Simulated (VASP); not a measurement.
# LiF (P6_3mc) in VASP: notebook

Runs on LiF. Level: PBE. Tasks: single point.

Program: VASP 6.6.1. These are calculated values, not measurements. Logs are shortened: lines on timing, memory, paths and dates and some standing lists are left out, and cuts for length are marked.

### 1 The cell of the first run

The structure is hexagonal, space group P6_3mc (No. 186). Conventional cell: a = 3.125 Å, b = 3.125 Å, c = 4.903 Å, α = 90.00°, β = 90.00°, γ = 120.00°. Within 2.5 Å of Li (site symmetry 3m) lie 4 F at 1.89 to 1.90 Å. F (site symmetry 3m) has 4 Li at 1.89 to 1.90 Å within 2.5 Å.

### 2 Single point, PBE

INCAR reads:

```
SYSTEM = LiF
PREC = Accurate
ENCUT = 520
EDIFF = 1E-6
ISMEAR = 0
SIGMA = 0.02
LREAL = .FALSE.
LASPH = .TRUE.
NELM = 60
ALGO = Normal
ISIF = 2
LWAVE = .FALSE.
LCHARG = .FALSE.
GGA = PE
NBANDS = 18
```

KPOINTS reads:

```
regular mesh
0
G
  12 12 6
  0 0 0
```

POSCAR reads:

```
LiF
1.0
    3.1246732426      0.0000000000      0.0000000000
   -1.5623366213      2.7060464066      0.0000000000
    0.0000000000      0.0000000000      4.9034934724
Li F
2 2
Direct
    0.3333333333      0.6666666667      0.3809133199
    0.6666666667      0.3333333333      0.8809133199
    0.3333333333      0.6666666667      0.9940846801
    0.6666666667      0.3333333333      0.4940846801
```

Potentials or basis: VASP PAW PBE potentials, release 64 (Li_sv, F).

Command:

```console
cat potpaw_PBE.64/Li_sv/POTCAR potpaw_PBE.64/F/POTCAR > POTCAR
mpirun -np 1 vasp_std > vasp.out
```

OUTCAR:

```text
SYSTEM = LiF
   PREC = Accurate
   ENCUT = 520
   EDIFF = 1E-6
   ISMEAR = 0
   LREAL = .FALSE.
   LASPH = .TRUE.
   NELM = 60
   ISIF = 2
   GGA = PE

 ion  position               nearest neighbor table
   1  0.333  0.667  0.381-   4 1.89   4 1.89   4 1.89   3 1.90
   2  0.667  0.333  0.881-   3 1.89   3 1.89   3 1.89   4 1.90
   3  0.333  0.667  0.994-   2 1.89   2 1.89   2 1.89   1 1.90
   4  0.667  0.333  0.494-   1 1.89   1 1.89   1 1.89   2 1.90

  LATTYP: Found a hexagonal cell.
 ALAT       =     3.1246732426
 C/A-ratio  =     1.5692819990

  Lattice vectors:

 A1 = (   3.1246732426,   0.0000000000,   0.0000000000)
 A2 = (  -1.5623366213,   2.7060464066,   0.0000000000)
 A3 = (   0.0000000000,   0.0000000000,   4.9034934724)

Analysis of symmetry for initial positions (statically):
=====================================================================
 Subroutine PRICEL returns:
 Original cell was already a primitive cell.

 Routine SETGRP: Setting up the symmetry group for a
 hexagonal supercell.

 Subroutine GETGRP returns: Found 12 space group operations
 (whereof  6 operations were pure point group operations)
 out of a pool of 24 trial point group operations.

The static configuration has the point symmetry C_3v.
 The point group associated with its full space group is C_6v.

Analysis of symmetry for dynamics (positions and initial velocities):
=====================================================================
 Subroutine PRICEL returns:
 Original cell was already a primitive cell.

 Routine SETGRP: Setting up the symmetry group for a
 hexagonal supercell.

 Subroutine GETGRP returns: Found 12 space group operations
 (whereof  6 operations were pure point group operations)
 out of a pool of 24 trial point group operations.

The dynamic configuration has the point symmetry C_3v.
 The point group associated with its full space group is C_6v.

 Subroutine INISYM returns: Found 12 space group operations
 (whereof  6 operations are pure point group operations),
 and found     1 'primitive' translations

----------------------------------------------------------------------------------------

                                     Primitive cell

  volume of cell :      41.4615

[... 91 lines left out ...]
   NELM   =     60;   NELMIN=  2; NELMDL= -5     # of ELM steps
   EDIFF  = 0.1E-05   stopping-criterion for ELM
   LREAL  =      F    real-space projection
   EDIFFG = 0.1E-04   stopping-criterion for IOM
   NSW    =      0    number of steps for IOM
   IBRION =     -1    ionic relax: 0-MD 1-quasi-New 2-CG
   NFREE  =      0    steps in history (QN), initial steepest desc. (CG)
   ISIF   =      2    stress and relaxation
   ISYM   =      2    0-nonsym 1-usesym 2-fastsym
   POTIM  = 0.5000    time-step for ionic-motion
   TEBEG  =    0.0;   TEEND  =   0.0 temperature during run
   PSTRESS=    0.0 pullay stress
   NELECT =      20.0000    total number of electrons
   NUPDOWN=      -1.0000    fix difference up-down
   EMIN   =  10.00;   EMAX   =-10.00  energy-range for DOS
   EFERMI =   0.00;   METHOD = LEGACY
   ISMEAR =     0;   SIGMA  =   0.02  broadening in eV -4-tet -1-fermi 0-gaus
   EFERMI_NEDOS =   21; number of points for ismear=-14 and -15
   IALGO  =     38    algorithm
   IMIX   =      4    mixing-type and parameters
     AMIX     =   0.40;   BMIX     =  1.00
     AMIX_MAG =   1.60;   BMIX_MAG =  1.00
  volume/ion in A,a.u.               =      10.37        69.95
  Fermi-wavevector in a.u.,A,eV,Ry     =   1.283915  2.426248 22.428364  1.648438
  Thomas-Fermi vector in A             =   2.416140
   LORBIT       =      0    0 simple, 1 ext, 2 COOP (PROOUT), +10 PAW based schemes
   GGA     = PE    functional components
   LHFCALC =     F    Hartree Fock is set to
   AEXX    =    0.0000 exact exchange contribution
   IVDW    =     0    specifies the selected vdW correction
   LEPSILON=     F    determine dielectric tensor
   LRPA    =     F    only Hartree local field effects (RPA)
 non-spin polarized calculation
 Gauss-broadening in eV      SIGMA  =   0.02
  energy-cutoff  :      520.00
  volume of cell :       41.46
 maximum number of plane-waves:      1140
 NGX is ok and might be reduce to    24
   NGX = 11   NGY = 11   NGZ = 19

 number of electron      19.9999963 magnetization

 Free energy of the ion-electron system (eV)
  ---------------------------------------------------
  ext. energy  EPLUGINS =         0.00000000
  ---------------------------------------------------
  free energy    TOTEN  =       -19.30040429 eV

  energy without entropy =      -19.30040429  energy(sigma->0) =      -19.30040429

 E-fermi :  -2.5107     XC(G=0):  -8.6442

 val. band max:       -2.6668524955   @ k =   0.0000   0.0000   0.0000
 cond. band min:       4.9237427801   @ k =   0.0000   0.0000   0.0000
 fundamental gap:      7.5905952755
 Fermi energy:        -2.5107118810

 k-point     1 :       0.0000    0.0000    0.0000
  band No.  band energies     occupation
      1     -43.2197      2.00000
      2     -43.1862      2.00000
      3     -22.0314      2.00000
      4     -21.8156      2.00000
      5      -4.6973      2.00000
      6      -3.1009      2.00000
[... 481 lines left out ...]
      5      -4.3681      2.00000
      6      -3.8628      2.00000
[... 10 lines left out ...]
     17      16.3857      0.00000
     18      17.2356      0.00000

 [... further k-points ...]

------------------------ aborting loop because EDIFF is reached ----------------------------------------

  FORCE on cell =-STRESS in cart. coord.  units (eV):
  Direction    XX          YY          ZZ          XY          YZ          ZX
  --------------------------------------------------------------------------------------
  -------------------------------------------------------------------------------------
  Total       -0.0478797     -0.0478797     -0.0583678     -0.0000000     -0.0000000      0.0000000
  in kB       -1.8501927     -1.8501927     -2.2554756     -0.0000000     -0.0000000      0.0000000
  external PRESSURE =      -1.9852870 kB  Pullay stress =       0.0000000 kB

 VOLUME and BASIS-vectors are now :
 -----------------------------------------------------------------------------
  energy-cutoff  :      520.00
  volume of cell :       41.46
      direct lattice vectors                 reciprocal lattice vectors
     3.124673243  0.000000000  0.000000000     0.320033463  0.184771406  0.000000000
    -1.562336621  2.706046407  0.000000000     0.000000000  0.369542813  0.000000000
     0.000000000  0.000000000  4.903493472     0.000000000  0.000000000  0.203936236

 POSITION                                       TOTAL-FORCE (eV/Angst)
 -----------------------------------------------------------------------------------
     -0.00000      1.80403      1.86781        -0.000000     -0.000000     -0.000716
      1.56234      0.90202      4.31955         0.000000     -0.000000     -0.000716
     -0.00000      1.80403      4.87449        -0.000000      0.000000      0.000716
      1.56234      0.90202      2.42274         0.000000     -0.000000      0.000716
 -----------------------------------------------------------------------------------
    total drift:                                0.000000      0.000001     -0.004968

  FREE ENERGIE OF THE ION-ELECTRON SYSTEM (eV)
  ---------------------------------------------------
  free  energy   TOTEN  =       -19.3004042885 eV

  energy  without entropy=      -19.3004042885  energy(sigma->0) =      -19.30040429
```

OSZICAR:

```text
N       E                     dE             d eps       ncg     rms          rms(c)
DAV:   1     0.120776405388E+03    0.12078E+03   -0.10702E+04  2736   0.120E+03
DAV:   2    -0.102104951913E+02   -0.13099E+03   -0.12807E+03  3130   0.299E+02
DAV:   3    -0.206387091164E+02   -0.10428E+02   -0.10373E+02  5148   0.621E+01
DAV:   4    -0.207256136371E+02   -0.86905E-01   -0.86760E-01  3508   0.721E+00
DAV:   5    -0.207264464594E+02   -0.83282E-03   -0.83245E-03  3620   0.623E-01    0.736E+00
DAV:   6    -0.192340795149E+02    0.14924E+01   -0.41090E+00  2886   0.152E+01    0.231E+00
DAV:   7    -0.192609251496E+02   -0.26846E-01   -0.12217E-01  3092   0.240E+00    0.150E+00
DAV:   8    -0.193003974987E+02   -0.39472E-01   -0.62502E-02  3130   0.240E+00    0.375E-01
DAV:   9    -0.192992655110E+02    0.11320E-02   -0.63840E-03  3788   0.685E-01    0.101E-01
DAV:  10    -0.193004163580E+02   -0.11508E-02   -0.16152E-03  2988   0.268E-01    0.521E-02
DAV:  11    -0.193004011096E+02    0.15248E-04   -0.61126E-05  3760   0.705E-02    0.109E-02
DAV:  12    -0.193004039455E+02   -0.28359E-05   -0.84800E-06  2998   0.224E-02    0.182E-03
DAV:  13    -0.193004042885E+02   -0.34304E-06   -0.22629E-07  2982   0.383E-03
   1 F= -.19300404E+02 E0= -.19300404E+02  d E =-.442396E-31
```

stdout:

```text
POSCAR found type information on POSCAR LiF
 POSCAR found :  2 types and       4 ions
 scaLAPACK will be used
 LDA part: xc-table for (Slater+PW92), standard interpolation
 POSCAR, INCAR and KPOINTS ok, starting setup
 FFT: planning ... GRIDC
 FFT: planning ... GRID_SOFT
 FFT: planning ... GRID
 WAVECAR not read
 entering main loop
```

Wall time 32 s (1 thread of Intel Xeon Platinum 8259CL at 2.50GHz (Skylake/Cascade Lake), shared host); peak memory 0.17 GiB.

What came out:

```
Free energy            : -19.3004 eV
Band gap on the k mesh : 7.59 eV
```

Caveat: the cutoff is under 1.25 times the usual one of these potentials, so pressure, stress and relaxed cells hold a basis-set (Pulay) error. A k mesh can miss the band edges.

### 3 Single point, PBE

INCAR reads:

```
PREC = Accurate ; ENCUT = 520
EDIFF = 1E-6 ; ISMEAR = 0
SIGMA = 0.02 ; LREAL = F
LASPH = T ; NELM = 100
ALGO = Normal ; ISIF = 2
LWAVE = F ; LCHARG = F
GGA = PE ; NBANDS = 18
```

KPOINTS reads:

```
regular mesh
0
Gamma
  12 12 6
```

POSCAR is that of step 2.

Potentials or basis: VASP PAW PBE potentials, release 64 (Li_sv, F).

Command:

```console
cat potpaw_PBE.64/Li_sv/POTCAR potpaw_PBE.64/F/POTCAR > POTCAR
mpirun -np 1 vasp_std > vasp.out
```

Wall time 31 s (1 thread of Intel Xeon Platinum 8259CL at 2.50GHz (Skylake/Cascade Lake), shared host); peak memory 0.17 GiB.

The run converged. Its results:

```yaml
Free_energy: -19.3004 eV
Band_gap_on_the_k_mesh: 7.59 eV
```

Levels at points of the mesh, in eV from the valence-band top:
```tsv
k point	band 6	band 7	band 8	band 9	band 10	band 11	band 12	band 13	band 14	band 15
(0.00, 0.00, 0.00)	-0.43	-0.43	-0.14	-0.14	0.00	7.59	11.80	14.86	18.25	18.25
(0.50, 0.00, 0.00)	-1.18	-0.98	-0.93	-0.51	-0.35	11.03	12.00	14.54	14.75	16.95
(0.00, 0.00, 0.50)	-1.07	-0.29	-0.29	-0.29	-0.29	9.25	9.25	17.28	17.28	18.50
(0.50, 0.00, 0.50)	-1.68	-0.65	-0.65	-0.53	-0.53	11.01	11.01	14.60	14.60	18.67
```

Caveat: the cutoff is under 1.25 times the usual one of these potentials, so pressure, stress and relaxed cells hold a basis-set (Pulay) error. A k mesh can miss the band edges.
